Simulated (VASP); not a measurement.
# Mn (Fm-3m) in VASP: a series of runs

Mn is run at these levels: r2SCAN; tasks: single point, relaxation of cell and atoms.

All numbers are computed with VASP 6.6.1; they aren't measurements. Logs are shortened: lines on timing, memory, paths and dates and some standing lists are left out, and cuts for length are marked.

## (1) The cell of the first run

The structure is cubic, space group Fm-3m (No. 225). Conventional cell: a = 3.915 Å, b = 3.915 Å, c = 3.915 Å, α = 90.00°, β = 90.00°, γ = 90.00°. Mn (site symmetry m-3m) has 12 Mn at 2.77 Å within 3.6 Å.

## (2) Single point, r2SCAN, collinear spin, ferromagnetic start

POSCAR

```
Mn
1.0
    0.0000000000      1.9576133236      1.9576133236
    1.9576133236      0.0000000000      1.9576133236
    1.9576133236      1.9576133236      0.0000000000
Mn
1
Direct
    0.0000000000      0.0000000000      0.0000000000
```

INCAR.step1

```
  ALGO = Normal
  EDIFF = 1E-4
  ENCUT = 520
  GGA = PE
  ISMEAR = 0
  ISPIN = 2
  LASPH = T
  LCHARG = F
  LMAXMIX = 4
  LREAL = F
  LWAVE = T
  MAGMOM = 4
  NBANDS = 16
  NELM = 150
  PREC = Accurate
  SIGMA = 0.1
```

INCAR.step2

```
  ALGO = Normal
  EDIFF = 1E-6
  ENCUT = 520
  ISIF = 2
  ISMEAR = 0
  ISPIN = 2
  ISTART = 1
  LASPH = T
  LCHARG = F
  LMAXMIX = 4
  LMIXTAU = T
  LORBIT = 11
  LREAL = F
  LWAVE = F
  MAGMOM = 4
  METAGGA = R2SCAN
  NBANDS = 16
  NELM = 150
  PREC = Accurate
  SIGMA = 0.1
```

KPOINTS

```
k-points
0
Gamma
  8 8 8
```

Potentials or basis: VASP PAW PBE potentials, release 64 (Mn_pv).

Command:

```bash
$ cat potpaw_PBE.64/Mn_pv/POTCAR > POTCAR
$ cp INCAR.step1 INCAR
$ mpirun -np 1 vasp_std > vasp.out
$ cp INCAR.step2 INCAR
$ mpirun -np 1 vasp_std > vasp.out
```

OUTCAR:

```text
EDIFF = 1E-6
   ENCUT = 520
   ISIF = 2
   ISMEAR = 0
   ISPIN = 2
   ISTART = 1
   LASPH = T
   LORBIT = 11
   LREAL = F
   METAGGA = R2SCAN
   NELM = 150
   PREC = Accurate

 ion  position               nearest neighbor table
   1  0.000  0.000  0.000-

  LATTYP: Found a face centered cubic cell.
 ALAT       =     3.9152266472

  Lattice vectors:

 A1 = (   0.0000000000,   1.9576133236,   1.9576133236)
 A2 = (   1.9576133236,   0.0000000000,   1.9576133236)
 A3 = (   1.9576133236,   1.9576133236,   0.0000000000)

Analysis of symmetry for initial positions (statically):
=====================================================================
 Subroutine PRICEL returns:
 Original cell was already a primitive cell.

 Routine SETGRP: Setting up the symmetry group for a
 face centered cubic supercell.

 Subroutine GETGRP returns: Found 48 space group operations
 (whereof 48 operations were pure point group operations)
 out of a pool of 48 trial point group operations.

The static configuration has the point symmetry O_h .

Analysis of symmetry for dynamics (positions and initial velocities):
=====================================================================
 Subroutine PRICEL returns:
 Original cell was already a primitive cell.

 Routine SETGRP: Setting up the symmetry group for a
 face centered cubic supercell.

 Subroutine GETGRP returns: Found 48 space group operations
 (whereof 48 operations were pure point group operations)
 out of a pool of 48 trial point group operations.

The dynamic configuration has the point symmetry O_h .

Analysis of structural, dynamic, and magnetic symmetry:
=====================================================================
 Subroutine PRICEL returns:
 Original cell was already a primitive cell.

 Routine SETGRP: Setting up the symmetry group for a
 face centered cubic supercell.

 Subroutine GETGRP returns: Found 48 space group operations
 (whereof 48 operations were pure point group operations)
 out of a pool of 48 trial point group operations.

The overall configuration has the point symmetry O_h .

 Subroutine INISYM returns: Found 48 space group operations
 (whereof 48 operations are pure point group operations),
 and found     1 'primitive' translations

----------------------------------------------------------------------------------------

                                     Primitive cell

  volume of cell :      15.0041

  direct lattice vectors                    reciprocal lattice vectors
     0.000000000  1.957613324  1.957613324    -0.255413055  0.255413055  0.255413055
     1.957613324  0.000000000  1.957613324     0.255413055 -0.255413055  0.255413055
     1.957613324  1.957613324  0.000000000     0.255413055  0.255413055 -0.255413055

  length of vectors
     2.768483312  2.768483312  2.768483312     0.442388389  0.442388389  0.442388389

  position of ions in fractional coordinates (direct lattice)
     0.000000000  0.000000000  0.000000000

  ion indices of the primitive-cell ions
   primitive index   ion index
                 1           1

----------------------------------------------------------------------------------------

 KPOINTS: k-points

Automatic generation of k-mesh.
 Grid dimensions read from file:
 generate k-points for:    8    8    8

 Generating k-lattice:

  Cartesian coordinates                     Fractional coordinates (reciprocal lattice)
    -0.031926632  0.031926632  0.031926632     0.125000000  0.000000000  0.000000000
     0.031926632 -0.031926632  0.031926632     0.000000000  0.125000000  0.000000000
     0.031926632  0.031926632 -0.031926632     0.000000000  0.000000000  0.125000000

  Length of vectors
     0.055298549  0.055298549  0.055298549

  Shift w.r.t. Gamma in fractional coordinates (k-lattice)
     0.000000000  0.000000000  0.000000000

 Subroutine IBZKPT returns following result:
 ===========================================

 Found     29 irreducible k-points:

 Following reciprocal coordinates:
            Coordinates               Weight
  0.000000  0.000000  0.000000      1.000000
  0.125000  0.000000  0.000000      8.000000
  0.250000  0.000000  0.000000      8.000000
  0.375000  0.000000  0.000000      8.000000
  0.500000  0.000000  0.000000      4.000000
  0.125000  0.125000  0.000000      6.000000
[... 16 lines left out ...]
  0.500000  0.250000  0.125000     48.000000
 -0.375000  0.250000  0.125000     24.000000
 [... further k-points ...]
   k-points           NKPTS =     29   k-points in BZ     NKDIM =     29   number of bands    NBANDS=     16
   number of dos      NEDOS =    301   number of ions     NIONS =      1
   total plane-waves  NPLWV =  13824
   dimension x,y,z NGX =    24 NGY =   24 NGZ =   24
   dimension x,y,z NGXF=    48 NGYF=   48 NGZF=   48
   ions per type =               1
   NGX,Y,Z   is equivalent  to a cutoff of  14.41, 14.41, 14.41 a.u.
   NGXF,Y,Z  is equivalent  to a cutoff of  28.82, 28.82, 28.82 a.u.
 SYSTEM =  unknown system
   PREC   = accura    normal or accurate (medium, high low for compatibility)
   ISTART =      1    job   : 0-new  1-cont  2-samecut
   ICHARG =      0    charge: 1-file 2-atom 10-const
   ISPIN  =      2    spin polarized calculation?
   LNONCOLLINEAR =      F non collinear calculations
   LSORBIT =      F    spin-orbit coupling
   LASPH  =      T    aspherical Exc in radial PAW
   ENCUT  =  520.0 eV  38.22 Ry    6.18 a.u.   5.15  5.15  5.15*2*pi/ulx,y,z
   NELM   =    150;   NELMIN=  2; NELMDL=  0     # of ELM steps
   EDIFF  = 0.1E-05   stopping-criterion for ELM
   LREAL  =      F    real-space projection
   EDIFFG = 0.1E-04   stopping-criterion for IOM
   NSW    =      0    number of steps for IOM
   IBRION =     -1    ionic relax: 0-MD 1-quasi-New 2-CG
   NFREE  =      0    steps in history (QN), initial steepest desc. (CG)
   ISIF   =      2    stress and relaxation
   ISYM   =      2    0-nonsym 1-usesym 2-fastsym
   POTIM  = 0.5000    time-step for ionic-motion
   TEBEG  =    0.0;   TEEND  =   0.0 temperature during run
   PSTRESS=    0.0 pullay stress
   NELECT =      13.0000    total number of electrons
   NUPDOWN=      -1.0000    fix difference up-down
   EMIN   =  10.00;   EMAX   =-10.00  energy-range for DOS
   EFERMI =   0.00;   METHOD = LEGACY
   ISMEAR =     0;   SIGMA  =   0.10  broadening in eV -4-tet -1-fermi 0-gaus
   EFERMI_NEDOS =   21; number of points for ismear=-14 and -15
   IALGO  =     38    algorithm
   IMIX   =      4    mixing-type and parameters
     AMIX     =   0.40;   BMIX     =  1.00
     AMIX_MAG =   1.60;   BMIX_MAG =  1.00
  volume/ion in A,a.u.               =      15.00       101.25
  Fermi-wavevector in a.u.,A,eV,Ry     =   1.560699  2.949293 33.140800  2.435780
  Thomas-Fermi vector in A             =   2.663872
   LORBIT       =     11    0 simple, 1 ext, 2 COOP (PROOUT), +10 PAW based schemes
   METAGGA = R2SCAN    functional components
   LHFCALC =     F    Hartree Fock is set to
   AEXX    =    0.0000 exact exchange contribution
   IVDW    =     0    specifies the selected vdW correction
   LEPSILON=     F    determine dielectric tensor
   LRPA    =     F    only Hartree local field effects (RPA)
 spin polarized calculation
 Gauss-broadening in eV      SIGMA  =   0.10
  energy-cutoff  :      520.00
  volume of cell :       15.00
 maximum number of plane-waves:       415
 NGX is ok and might be reduce to    24
   NGX = 11   NGY = 11   NGZ = 11

 number of electron      13.0000007 magnetization       3.6993057

 Free energy of the ion-electron system (eV)
  ---------------------------------------------------
  ext. energy  EPLUGINS =         0.00000000
  ---------------------------------------------------
  free energy    TOTEN  =       -14.58202016 eV

  energy without entropy =      -14.57759804  energy(sigma->0) =      -14.57980910

 E-fermi :   7.1553     XC(G=0): -13.0645

 val. band max:        7.0887491487   @ k =   0.3750   0.2500   0.0000
 cond. band min:       7.1800183550   @ k =   0.3750   0.0000   0.0000
 fundamental gap:      0.0912692063
 Fermi energy:         7.1553436219

 spin component 1

 k-point     1 :       0.0000    0.0000    0.0000
  band No.  band energies     occupation
      1     -44.4330      1.00000
      2     -44.4330      1.00000
      3     -44.4329      1.00000
      4      -0.9378      1.00000
      5       4.4558      1.00000
      6       4.4558      1.00000
[... 8 lines left out ...]
     15      32.5145      0.00000
     16      32.5146      0.00000

 k-point     2 :       0.1250    0.0000    0.0000
  band No.  band energies     occupation
      1     -44.4687      1.00000
      2     -44.4381      1.00000
      3     -44.4380      1.00000
      4      -0.4232      1.00000
      5       4.3227      1.00000
      6       4.5665      1.00000
[... 8 lines left out ...]
     15      33.2067      0.00000
     16      33.3734      0.00000
[... 387 lines left out ...]
      5       3.8028      1.00000
      6       4.1163      1.00000
[... 8 lines left out ...]
     15      32.4936      0.00000
     16      35.7285      0.00000

 k-point    24 :      -0.3750    0.2500    0.1250
  band No.  band energies     occupation
      1     -44.6418      1.00000
      2     -44.5302      1.00000
      3     -44.4878      1.00000
      4       3.0613      1.00000
      5       3.7406      1.00000
      6       4.4319      1.00000
[... 8 lines left out ...]
     15      32.6268      0.00000
     16      37.3854      0.00000

 [... further k-points ...]

 spin component 2

 k-point     1 :       0.0000    0.0000    0.0000
  band No.  band energies     occupation
      1     -39.2476      1.00000
      2     -39.2476      1.00000
      3     -39.2474      1.00000
      4      -0.7966      1.00000
      5       8.9541      0.00000
      6       8.9542      0.00000
[... 8 lines left out ...]
     15      34.6923      0.00000
     16      34.6923      0.00000

 k-point     2 :       0.1250    0.0000    0.0000
  band No.  band energies     occupation
      1     -39.2932      1.00000
      2     -39.2536      1.00000
      3     -39.2534      1.00000
      4      -0.2563      1.00000
      5       8.6512      0.00000
      6       9.0931      0.00000
[... 8 lines left out ...]
     15      35.2021      0.00000
     16      35.2022      0.00000
[... 387 lines left out ...]
      5       7.0535      0.92502
      6       8.1621      0.00000
[... 8 lines left out ...]
     15      37.9292      0.00000
     16      39.1319      0.00000

 k-point    24 :      -0.3750    0.2500    0.1250
  band No.  band energies     occupation
      1     -39.5107      1.00000
      2     -39.3671      1.00000
      3     -39.3130      1.00000
      4       5.8625      1.00000
      5       6.2427      1.00000
      6       8.0936      0.00000
[... 8 lines left out ...]
     15      39.1419      0.00000
     16      40.6390      0.00000

 [... further k-points ...]

------------------------ aborting loop because EDIFF is reached ----------------------------------------

  FORCE on cell =-STRESS in cart. coord.  units (eV):
  Direction    XX          YY          ZZ          XY          YZ          ZX
  --------------------------------------------------------------------------------------
  -------------------------------------------------------------------------------------
  Total        0.0222773      0.0222773      0.0222773      0.0000000      0.0000000     -0.0000000
  in kB        2.3788284      2.3788284      2.3788284      0.0000000      0.0000000     -0.0000000
  external PRESSURE =       2.3788284 kB  Pullay stress =       0.0000000 kB

 VOLUME and BASIS-vectors are now :
 -----------------------------------------------------------------------------
  energy-cutoff  :      520.00
  volume of cell :       15.00
      direct lattice vectors                 reciprocal lattice vectors
     0.000000000  1.957613324  1.957613324    -0.255413055  0.255413055  0.255413055
     1.957613324  0.000000000  1.957613324     0.255413055 -0.255413055  0.255413055
     1.957613324  1.957613324  0.000000000     0.255413055  0.255413055 -0.255413055

 POSITION                                       TOTAL-FORCE (eV/Angst)
 -----------------------------------------------------------------------------------
      0.00000      0.00000      0.00000         0.000000     -0.000000      0.000000
 -----------------------------------------------------------------------------------
    total drift:                                0.000000      0.000000     -0.000000

  FREE ENERGIE OF THE ION-ELECTRON SYSTEM (eV)
  ---------------------------------------------------
  free  energy   TOTEN  =       -14.5820201607 eV

  energy  without entropy=      -14.5775980395  energy(sigma->0) =      -14.57980910

 total charge

# of ion       s       p       d       tot
------------------------------------------
    1        0.358   6.237   4.962  11.558

 magnetization (x)

# of ion       s       p       d       tot
------------------------------------------
    1       -0.017  -0.013   3.678   3.648
```

It took 45 s on 1 thread of Intel Xeon Platinum 8488C (Sapphire Rapids), shared host; peak memory 0.15 GiB.

What came out:

| Property | Result |
| --- | --- |
| Free energy | -14.5820 eV |
| Pressure | 0.2 GPa |
| Net moment | 3.70 μB per cell |
| Site moments | Mn +3.65 μB |
| Valence electrons inside the program's atomic spheres | Mn 11.56 |

Caveat: the PAW data sets were made with another functional, which shifts forces and pressure a little.

(Continued in part 2 of 2.)
